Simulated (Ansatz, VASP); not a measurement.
## Ta2N in VASP and in Ansatz

```
Ta N
1.0
     3.06448    0.00000    0.00000
    -1.53224    2.65392    0.00000
     0.00000    0.00000    5.25681
Ta N
2 1
Direct
  0.66667 0.33333 0.74637
  0.33333 0.66667 0.25363
  0.00000 0.00000 0.00000
```

Alike in both runs: task single point; functional PBEsol; k mesh 18 × 18 × 10; occupations gaussian, width 0.15 eV; no spin polarisation.

|  | VASP | Ansatz |
| --- | --- | --- |
| version | VASP 6.6.1 | Ansatz 0.2.0 |
| potentials or method | VASP PAW PBE potentials, release 64 (Ta_pv, N), cutoff 520 eV | scalar-relativistic, plane waves, PAW |
| valence electrons in the cell | 27 | 31 |

|  | VASP | Ansatz | Ansatz less VASP |
| --- | --- | --- | --- |
| gap on the k mesh at the Fermi level (eV) | none | none | - |
| pressure (GPa) | -18.6 | -19.0 | -0.40 |
| traceless stress, the component that is largest in VASP (GPa) | -9.87 | -9.85 | +0.021 |
| rms of the force components (eV/Å) | 0.050 | 0.029 | -0.0208 |

VASP's potentials were made for PBE, not for PBEsol, and Ansatz warns of the same on its side. Atom by atom the forces differ by 0.021 eV/Å (rms over components). A gap of «none» marks a metal or a gap that the smearing closes. VASP's potentials hold 27 valence electrons a cell and Ansatz's 31, so a difference there can come from the potentials and not from the codes.

Neither program's run includes spin-orbit coupling.
